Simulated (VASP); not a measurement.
Here is a VASP 6.6.1 calculation.

INCAR

```
SYSTEM = WSe2
ALGO = Normal ; EDIFF = 1E-8
ENCUT = 520 ; GGA = PE
ISIF = 2 ; ISMEAR = 0
LASPH = .True. ; LCHARG = .False.
LEPSILON = .True. ; LREAL = .False.
LWAVE = .False. ; NELM = 60
PREC = Accurate ; SIGMA = 0.01
```

The input KPOINTS:

```
k-points
0
Gamma
  9 9 2
  0 0 0
```

Contents of POSCAR:

```
WSe2
1.0
    3.2996674501      0.0000000000      0.0000000000
   -1.6498337251      2.8575958358      0.0000000000
    0.0000000000      0.0000000000     13.1487008971
W Se
2 4
Direct
    0.3333333333      0.6666666667      0.2500000000
    0.6666666667      0.3333333333      0.7500000000
    0.6666666667      0.3333333333      0.3766602602
    0.6666666667      0.3333333333      0.1233397398
    0.3333333333      0.6666666667      0.8766602602
    0.3333333333      0.6666666667      0.6233397398
```

Potentials or basis: VASP PAW PBE potentials, release 64 (W_sv, Se).

The run is started by

```sh
$ cat potpaw_PBE.64/W_sv/POTCAR potpaw_PBE.64/Se/POTCAR > POTCAR
$ mpirun -np 1 vasp_std > vasp.out
```

**Question.** Estimate the electronic dielectric tensor (diagonal).

**Answer.** 15.19, 15.19, 6.84.

**Question.** Estimate the Born charges (mean of the diagonal).

**Answer.** W -1.07; Se +0.54 e.

**Question.** Estimate the band gap on the k mesh.

**Answer.** 1.13 eV (least direct gap 1.49 eV).

Electronic dielectric tensor:
```
15.19  0.00  0.00
 0.00 15.19  0.00
 0.00  0.00  6.84
```

Caveat: spin-orbit coupling is left out, which moves the levels of the heavy elements. A k mesh can miss the band edges.
